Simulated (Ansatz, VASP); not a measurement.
**TaN in VASP and in Ansatz**

File INCAR:

```
PREC     = Accurate       # precision mode
ENCUT    = 700            # plane-wave cutoff, eV
EDIFF    = 1E-6           # SCF threshold, eV
ISMEAR   = 0              # smearing method
SIGMA    = 0.15           # smearing width, eV
LREAL    = False          # projectors in reciprocal space
LASPH    = True           # aspherical terms in the spheres
NELM     = 120            # most SCF steps
ALGO     = Normal         # electronic algorithm
ISIF     = 2              # what is computed and relaxed
LWAVE    = False          # write WAVECAR
LCHARG   = False          # write CHGCAR
GGA      = PS             # functional
NBANDS   = 16             # bands
GGA_COMPAT= False
```

Contents of KPOINTS:

```
regular mesh
0
Gamma
  18 18 18
```

File POSCAR:

```
TaN
1.0
    0.0000000000      2.1874436400      2.1583506396
    2.1874436400      0.0000000000      2.1583506396
    2.1874436400      2.1874436400      0.0000000000
Ta N
1 1
Direct
    0.5000000000      0.5000000000      0.5000000000
    0.0000000000      0.0000000000      0.0000000000
```

Input for Ansatz:

```yaml
crystal:
  lattice:
    - [0.0, 2.18744364, 2.1583506396]
    - [2.18744364, 0.0, 2.1583506396]
    - [2.18744364, 2.18744364, 0.0]
  atoms:
    - { symbol: Ta, position: [0.5, 0.5, 0.5] }
    - { symbol: "N", position: [0.0, 0.0, 0.0] }
basis:
  ecutwfc: 520.0
kpoints:
  mp_grid: { grid: [18, 18, 18] }
hamiltonian:
  xc: pbesol
  pseudopotentials: { kind: paw, azcp: { folder: soft_1 } }
scf:
  occupations: { method: gaussian, width: 0.15 }
output:
  forces: true
  stress: true
  eigenvalues: true
```

Change from the starting cell: engineering shear strain xz +0.0000, normal strain along z -0.0133.

Alike in both runs: task single point; functional PBEsol; k mesh 18 × 18 × 18; occupations gaussian, width 0.15 eV; no spin polarisation.

|  | VASP | Ansatz |
| --- | --- | --- |
| version | VASP 6.6.1 | Ansatz 0.2.0 |
| potentials or method | VASP PAW PBE potentials, release 64 (Ta_sv_GW, N), cutoff 700 eV | scalar-relativistic, plane waves, PAW |
| valence electrons in the cell | 18 | 18 |

|  | VASP | Ansatz | Ansatz less VASP |
| --- | --- | --- | --- |
| gap on the k mesh at the Fermi level (eV) | none | none | - |
| pressure (GPa) | 5.3 | 5.0 | -0.31 |
| traceless stress, the component that is largest in VASP (GPa) | 6.18 | 6.15 | -0.033 |

VASP's potentials were made for PBE, not for PBEsol, and Ansatz warns of the same on its side. A gap of «none» marks a metal or a gap that the smearing closes.

Neither program's run includes spin-orbit coupling.
